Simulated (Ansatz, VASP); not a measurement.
**Two plane-wave programs on SnSe2**

INCAR

```
PREC     = Accurate       # precision mode
ENCUT    = 500            # plane-wave cutoff, eV
EDIFF    = 1E-6           # SCF threshold, eV
ISMEAR   = 0              # smearing method
SIGMA    = 0.03           # smearing width, eV
LREAL    = F              # projectors in reciprocal space
LASPH    = T              # aspherical terms in the spheres
NELM     = 120            # most SCF steps
ALGO     = Normal         # electronic algorithm
ISIF     = 2              # what is computed and relaxed
LWAVE    = F              # write WAVECAR
LCHARG   = F              # write CHGCAR
GGA      = PE             # functional
IVDW     = 12             # dispersion correction
NBANDS   = 20             # bands
GGA_COMPAT= F
```

KPOINTS

```
regular mesh
0
Gamma
  12 12 6
```

File POSCAR:

```
SnSe2
1.0
    3.6950551223      0.0000000000      0.0000000000
   -1.8475275612      3.2000116043      0.0000000000
    0.0000000000      0.0000000000      6.1445071629
Sn Se
1 2
Direct
    0.0000000000      0.0000000000      0.0000000000
    0.3333333333      0.6666666667      0.2651331237
    0.6666666667      0.3333333333      0.7348668763
```

Input for Ansatz:

```yaml
crystal:
  lattice:
    - [3.6950551223, 0.0, 0.0]
    - [-1.8475275612, 3.2000116043, 0.0]
    - [0.0, 0.0, 6.1445071629]
  atoms:
    - { symbol: Sn, position: [0.0, 0.0, 0.0] }
    - { symbol: Se, position: [0.3333333333, 0.6666666667, 0.2651331237] }
    - { symbol: Se, position: [0.6666666667, 0.3333333333, 0.7348668763] }
basis:
  ecutwfc: 420
kpoints:
  mp_grid: { grid: [12, 12, 6] }
hamiltonian:
  xc: pbe
  dispersion: d3bj
scf:
  occupations: { method: gaussian, width: 0.03 }
output:
  forces: true
  stress: true
  eigenvalues: true
```

Alike in both runs: task single point; functional PBE; dispersion D3(BJ); k mesh 12 × 12 × 6; occupations gaussian, width 0.03 eV; no spin polarisation.

```csv
,VASP,Ansatz
version,VASP 6.6.1,Ansatz 0.2.0
potentials or method,"VASP PAW PBE potentials, release 64 (Sn_d, Se), cutoff 500 eV","scalar-relativistic, plane waves, PAW"
valence electrons in the cell,26,46
```

|  | VASP | Ansatz | Ansatz less VASP |
| --- | --- | --- | --- |
| gap on the k mesh at the Fermi level (eV) | 0.38 | 0.39 | +0.003 |
| least direct gap on the mesh (eV) | 1.11 | 1.11 | +0.003 |
| pressure (GPa) | 4.2 | 4.1 | -0.09 |
| traceless stress, the component that is largest in VASP (GPa) | -2.94 | -2.96 | -0.022 |
| rms of the force components (eV/Å) | 0.057 | 0.048 | -0.0083 |

Atom by atom the forces differ by 0.008 eV/Å (rms over components). VASP's potentials hold 26 valence electrons a cell and Ansatz's 46, so a difference there can come from the potentials and not from the codes.
